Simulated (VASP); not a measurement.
# Cu (Fm-3m) in VASP: single point with PBE

Aim: the single point of Cu with PBE.

Everything below comes from runs of VASP 6.6.1. Logs are shortened: lines on timing, memory, paths and dates and some standing lists are left out, and cuts for length are marked.

### Step 1. The cell of the first run

The structure is cubic, space group Fm-3m (No. 225). Conventional cell: a = 3.630 Å, b = 3.630 Å, c = 3.630 Å, α = 90.00°, β = 90.00°, γ = 90.00°. Within 3.4 Å of Cu (site symmetry m-3m) lie 12 Cu at 2.57 Å.

### Step 2. Single point, PBE

The input, INCAR:

```
SYSTEM = Cu
ALGO = Normal
EDIFF = 1E-7
ENCUT = 520
GGA = PE
ISIF = 2
ISMEAR = -1
LASPH = .TRUE.
LCHARG = .FALSE.
LREAL = .FALSE.
LWAVE = .FALSE.
NBANDS = 18
NELM = 80
PREC = Accurate
SIGMA = 0.05
```

The input, KPOINTS:

```
k-points
0
G
  16 11 16
  0 0 0
```

The input, POSCAR:

```
Cu
1.0
   -1.8147567956      1.8147567956      0.0000000000
    0.0000000000      0.0000000000      3.6295135912
    1.8147567956      1.8147567956      0.0000000000
Cu
2
Direct
    0.0000000000      0.0000000000      0.0000000000
    0.5000000000      0.5000000000      0.5000000000
```

Potentials or basis: VASP PAW PBE potentials, release 64 (Cu).

Command:

```bash
> cat potpaw_PBE.64/Cu/POTCAR > POTCAR
> mpirun -np 1 vasp_std > vasp.out
```

OUTCAR:

```text
SYSTEM = Cu
   EDIFF = 1E-7
   ENCUT = 520
   GGA = PE
   ISIF = 2
   ISMEAR = -1
   LASPH = .TRUE.
   LREAL = .FALSE.
   NELM = 80
   PREC = Accurate

 ion  position               nearest neighbor table
   1  0.000  0.000  0.000-   2 2.57   2 2.57   2 2.57   2 2.57   2 2.57   2 2.57   2 2.57   2 2.57

   2  0.500  0.500  0.500-   1 2.57   1 2.57   1 2.57   1 2.57   1 2.57   1 2.57   1 2.57   1 2.57

  LATTYP: Found a simple tetragonal cell.
 ALAT       =     2.5664536727
 C/A-ratio  =     1.4142135624

  Lattice vectors:

 A1 = (   1.8147567956,  -1.8147567956,   0.0000000000)
 A2 = (   1.8147567956,   1.8147567956,   0.0000000000)
 A3 = (   0.0000000000,   0.0000000000,   3.6295135912)

Analysis of symmetry for initial positions (statically):
=====================================================================
 Subroutine PRICEL returns following result:

  LATTYP: Found a face centered cubic cell.
 ALAT       =     3.6295135912

  Lattice vectors:

 A1 = (   1.8147567956,   0.0000000000,   1.8147567956)
 A2 = (   1.8147567956,   1.8147567956,   0.0000000000)
 A3 = (   0.0000000000,   1.8147567956,   1.8147567956)

   2 primitive cells build up your supercell.

 Routine SETGRP: Setting up the symmetry group for a
 simple tetragonal supercell.

 Subroutine GETGRP returns: Found 16 space group operations
 (whereof 16 operations were pure point group operations)
 out of a pool of 16 trial point group operations.

The static configuration has the point symmetry D_4h.

Analysis of symmetry for dynamics (positions and initial velocities):
=====================================================================
 Subroutine PRICEL returns following result:

  LATTYP: Found a face centered cubic cell.
 ALAT       =     3.6295135912

  Lattice vectors:

 A1 = (   1.8147567956,   0.0000000000,   1.8147567956)
 A2 = (   1.8147567956,   1.8147567956,   0.0000000000)
 A3 = (   0.0000000000,   1.8147567956,   1.8147567956)

   2 primitive cells build up your supercell.

 Routine SETGRP: Setting up the symmetry group for a
 simple tetragonal supercell.

 Subroutine GETGRP returns: Found 16 space group operations
 (whereof 16 operations were pure point group operations)
 out of a pool of 16 trial point group operations.

The dynamic configuration has the point symmetry D_4h.

 Subroutine INISYM returns: Found 16 space group operations
 (whereof 16 operations are pure point group operations),
 and found     2 'primitive' translations

----------------------------------------------------------------------------------------

                                     Primitive cell

  volume of cell :      11.9532

  direct lattice vectors                    reciprocal lattice vectors
     1.814756796  0.000000000  1.814756796     0.275519012 -0.275519012  0.275519012
     1.814756796  1.814756796  0.000000000     0.275519012  0.275519012 -0.275519012
     0.000000000  1.814756796  1.814756796    -0.275519012  0.275519012  0.275519012

  length of vectors
     2.566453673  2.566453673  2.566453673     0.477212928  0.477212928  0.477212928

  position of ions in fractional coordinates (direct lattice)
     0.000000000  0.000000000  0.000000000

  ion indices of the primitive-cell ions
   primitive index   ion index
                 1           1

----------------------------------------------------------------------------------------

 KPOINTS: k-points

Automatic generation of k-mesh.
 Grid dimensions read from file:
 generate k-points for:   16   11   16

 Generating k-lattice:

  Cartesian coordinates                     Fractional coordinates (reciprocal lattice)
    -0.017219938  0.017219938  0.000000000     0.062500000  0.000000000  0.000000000
     0.000000000  0.000000000  0.025047183     0.000000000  0.090909091  0.000000000
     0.017219938  0.017219938  0.000000000     0.000000000  0.000000000  0.062500000

  Length of vectors
     0.024352670  0.025047183  0.024352670

  Shift w.r.t. Gamma in fractional coordinates (k-lattice)
     0.000000000  0.000000000  0.000000000

 Subroutine IBZKPT returns following result:
 ===========================================

 Found    270 irreducible k-points:

 Following reciprocal coordinates:
            Coordinates               Weight
  0.000000  0.000000  0.000000      1.000000
  0.062500  0.000000  0.000000      4.000000
  0.125000  0.000000  0.000000      4.000000
  0.187500  0.000000  0.000000      4.000000
  0.250000  0.000000  0.000000      4.000000
  0.312500  0.000000  0.000000      4.000000
[... 16 lines left out ...]
  0.250000  0.181818  0.000000      8.000000
  0.312500  0.181818  0.000000      8.000000
 [... further k-points ...]
   k-points           NKPTS =    270   k-points in BZ     NKDIM =    270   number of bands    NBANDS=     18
   number of dos      NEDOS =    301   number of ions     NIONS =      2
   total plane-waves  NPLWV =  11200
   dimension x,y,z NGX =    20 NGY =   28 NGZ =   20
   dimension x,y,z NGXF=    40 NGYF=   56 NGZF=   40
   ions per type =               2
   NGX,Y,Z   is equivalent  to a cutoff of  12.96, 12.83, 12.96 a.u.
   NGXF,Y,Z  is equivalent  to a cutoff of  25.91, 25.65, 25.91 a.u.
 SYSTEM =  Cu
   PREC   = accura    normal or accurate (medium, high low for compatibility)
   ISTART =      0    job   : 0-new  1-cont  2-samecut
   ICHARG =      2    charge: 1-file 2-atom 10-const
   ISPIN  =      1    spin polarized calculation?
   LNONCOLLINEAR =      F non collinear calculations
   LSORBIT =      F    spin-orbit coupling
   LASPH  =      T    aspherical Exc in radial PAW
   ENCUT  =  520.0 eV  38.22 Ry    6.18 a.u.   4.77  6.75  4.77*2*pi/ulx,y,z
   NELM   =     80;   NELMIN=  2; NELMDL= -5     # of ELM steps
   EDIFF  = 0.1E-06   stopping-criterion for ELM
   LREAL  =      F    real-space projection
   EDIFFG = 0.1E-05   stopping-criterion for IOM
   NSW    =      0    number of steps for IOM
   IBRION =     -1    ionic relax: 0-MD 1-quasi-New 2-CG
   NFREE  =      0    steps in history (QN), initial steepest desc. (CG)
   ISIF   =      2    stress and relaxation
   ISYM   =      2    0-nonsym 1-usesym 2-fastsym
   POTIM  = 0.5000    time-step for ionic-motion
   TEBEG  =    0.0;   TEEND  =   0.0 temperature during run
   PSTRESS=    0.0 pullay stress
   NELECT =      22.0000    total number of electrons
   NUPDOWN=      -1.0000    fix difference up-down
   EMIN   =  10.00;   EMAX   =-10.00  energy-range for DOS
   EFERMI =   0.00;   METHOD = LEGACY
   ISMEAR =    -1;   SIGMA  =   0.05  broadening in eV -4-tet -1-fermi 0-gaus
   EFERMI_NEDOS =   21; number of points for ismear=-14 and -15
   IALGO  =     38    algorithm
   IMIX   =      4    mixing-type and parameters
     AMIX     =   0.40;   BMIX     =  1.00
     AMIX_MAG =   1.60;   BMIX_MAG =  1.00
  volume/ion in A,a.u.               =      11.95        80.66
  Fermi-wavevector in a.u.,A,eV,Ry     =   1.592370  3.009143 34.499503  2.535642
  Thomas-Fermi vector in A             =   2.690766
   LORBIT       =      0    0 simple, 1 ext, 2 COOP (PROOUT), +10 PAW based schemes
   GGA     = PE    functional components
   LHFCALC =     F    Hartree Fock is set to
   AEXX    =    0.0000 exact exchange contribution
   IVDW    =     0    specifies the selected vdW correction
   LEPSILON=     F    determine dielectric tensor
   LRPA    =     F    only Hartree local field effects (RPA)
 non-spin polarized calculation
  energy-cutoff  :      520.00
  volume of cell :       23.91
 maximum number of plane-waves:       664
 NGX is ok and might be reduce to    20
   NGX =  9   NGY = 13   NGZ =  9

 number of electron      21.9999947 magnetization

 Free energy of the ion-electron system (eV)
  ---------------------------------------------------
  ext. energy  EPLUGINS =         0.00000000
  ---------------------------------------------------
  free energy    TOTEN  =        -7.45763203 eV

  energy without entropy =       -7.45182758  energy(sigma->0) =       -7.45472980

 E-fermi :   7.4315     XC(G=0): -12.6559

 val. band max:        7.4200333195   @ k =   0.5000   0.2727   0.1250
 cond. band min:       7.4460890114   @ k =   0.1875   0.2727   0.0000
 fundamental gap:      0.0260556919
 Fermi energy:         7.4315088941

 k-point     1 :       0.0000    0.0000    0.0000
  band No.  band energies     occupation
      1      -1.8224      2.00000
      2       2.6290      2.00000
      3       3.0823      2.00000
      4       4.4483      2.00000
      5       4.4483      2.00000
      6       4.4502      2.00000
[... 10 lines left out ...]
     17      27.4985      0.00000
     18      29.9353      0.00000

 k-point     2 :       0.0625    0.0000    0.0000
  band No.  band energies     occupation
      1      -1.7283      2.00000
      2       2.6726      2.00000
      3       3.1083      2.00000
      4       4.4264      2.00000
      5       4.4646      2.00000
      6       4.4716      2.00000
[... 10 lines left out ...]
     17      28.1936      0.00000
     18      29.4782      0.00000

 k-point     3 :       0.1250    0.0000    0.0000
  band No.  band energies     occupation
      1      -1.4482      2.00000
      2       2.7966      2.00000
      3       3.1832      2.00000
      4       4.3646      2.00000
      5       4.5129      2.00000
      6       4.5279      2.00000
[... 10 lines left out ...]
     17      27.9478      0.00000
     18      29.0050      0.00000

 k-point     4 :       0.1875    0.0000    0.0000
  band No.  band energies     occupation
      1      -0.9900      2.00000
      2       2.9817      2.00000
      3       3.2973      2.00000
      4       4.2731      2.00000
      5       4.5906      2.00000
      6       4.5916      2.00000
[... 375 lines left out ...]
      4       4.2506      2.00000
      5       4.5987      2.00000
      6       4.5996      2.00000
[... 10 lines left out ...]
     17      26.4340      0.00000
     18      30.2328      0.00000

 k-point    23 :       0.2500    0.1818    0.0000
  band No.  band energies     occupation
      1      -0.0185      2.00000
      2       3.1594      2.00000
      3       3.5305      2.00000
      4       4.1923      2.00000
      5       4.5636      2.00000
      6       4.6101      2.00000
[... 10 lines left out ...]
     17      26.7371      0.00000
     18      28.4358      0.00000

 k-point    24 :       0.3125    0.1818    0.0000
  band No.  band energies     occupation
      1       0.6931      2.00000
      2       3.2467      2.00000
      3       3.6990      2.00000
      4       4.1550      2.00000
      5       4.4229      2.00000
      6       4.5777      2.00000
[... 10 lines left out ...]
     17      26.5919      0.00000
     18      27.1132      0.00000

 [... further k-points ...]
[... 5 lines left out ...]
  --------------------------------------------------------------------------------------
  -------------------------------------------------------------------------------------
  Total        0.1164009      0.1164009      0.0534882      0.0000000     -0.0000000      0.0000000
  in kB        7.8010274      7.8010274      3.5847031      0.0000000     -0.0000000      0.0000000
  external PRESSURE =       6.3955859 kB  Pullay stress =       0.0000000 kB

 VOLUME and BASIS-vectors are now :
 -----------------------------------------------------------------------------
  energy-cutoff  :      520.00
  volume of cell :       23.91
      direct lattice vectors                 reciprocal lattice vectors
    -1.814756796  1.814756796  0.000000000    -0.275519012  0.275519012  0.000000000
     0.000000000  0.000000000  3.629513591     0.000000000  0.000000000  0.275519012
     1.814756796  1.814756796  0.000000000     0.275519012  0.275519012  0.000000000

 POSITION                                       TOTAL-FORCE (eV/Angst)
 -----------------------------------------------------------------------------------
      0.00000      0.00000      0.00000         0.000000      0.000000      0.000000
      0.00000      1.81476      1.81476        -0.000000     -0.000000     -0.000000
 -----------------------------------------------------------------------------------
    total drift:                                0.000000     -0.000000      0.000000

  FREE ENERGIE OF THE ION-ELECTRON SYSTEM (eV)
  ---------------------------------------------------
  free  energy   TOTEN  =        -7.4576320300 eV

  energy  without entropy=       -7.4518275773  energy(sigma->0) =       -7.45472980
```

Run time: 67 s. Hardware: 1 thread of Intel Xeon 6975P-C (Granite Rapids), shared host; peak memory 0.2 GiB.

What came out:

```
Free energy            : -7.4576 eV
Pressure               : 0.6 GPa
Band gap on the k mesh : zero (band 11 reaches 12.97 eV, above the bottom of band 12 at 5.56 eV)
```
